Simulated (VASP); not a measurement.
## Bi2TePd2: single point with PBE+D3(BJ)

The system is Bi2TePd2.

```xyz
5
Lattice="4.2875 0.0000 0.0000 -2.1437 3.7131 0.0000 -2.1437 1.2377 7.7513" Properties=species:S:1:pos:R:3 pbc="T T T"
Bi    0.0000    2.4754    2.0911
Bi    0.0000    2.4754    5.6602
Pd   -2.1437    3.7131    4.3615
Pd    2.1437    1.2377    3.3898
Te    0.0000    0.0000    0.0000
```

```yaml
Program: VASP 6.6.1
Task: single point
Functional: PBE
Dispersion: D3(BJ)
Potentials_or_basis: VASP PAW PBE potentials, release 64 (Bi_d, Pd, Te)
Cutoff: 500 eV
k_mesh: 5 × 5 × 5
Occupations: methfessel-paxton, width 0.05 eV
Spin: no spin polarisation
Dipole_correction: no
Further_INCAR_settings: ALGO = Normal; EDIFF = 1e-06; NBANDS = 36
```

The pressure is -0.5 GPa. The largest force is 0.030 eV/Å and the band gap on the k mesh is zero (bands 28 and 29 overlap by 2.13 eV). The dispersion energy per atom is -0.533 eV.

Forces on the atoms (eV/Å):
```
Bi   0.000  0.000 -0.029
Bi   0.000  0.000  0.029
Pd   0.000  0.000 -0.030
Pd   0.000  0.000  0.030
Te   0.000  0.000  0.000
```

Levels at points of the mesh, in eV from the Fermi level:
| k point | band 26 | band 27 | band 28 | band 29 | band 30 | band 31 |
| --- | --- | --- | --- | --- | --- | --- |
| (0.00, 0.00, 0.00) | -1.08 | -1.08 | 1.36 | 1.36 | 1.95 | 2.76 |

It took 33 s on 1 thread of Intel(R) Xeon(R) 6975P-C (Granite Rapids), on a shared host, peak memory 0.27 GiB.

Caveat: three body term missing; spin-orbit coupling is left out, which moves the levels of the heavy elements.
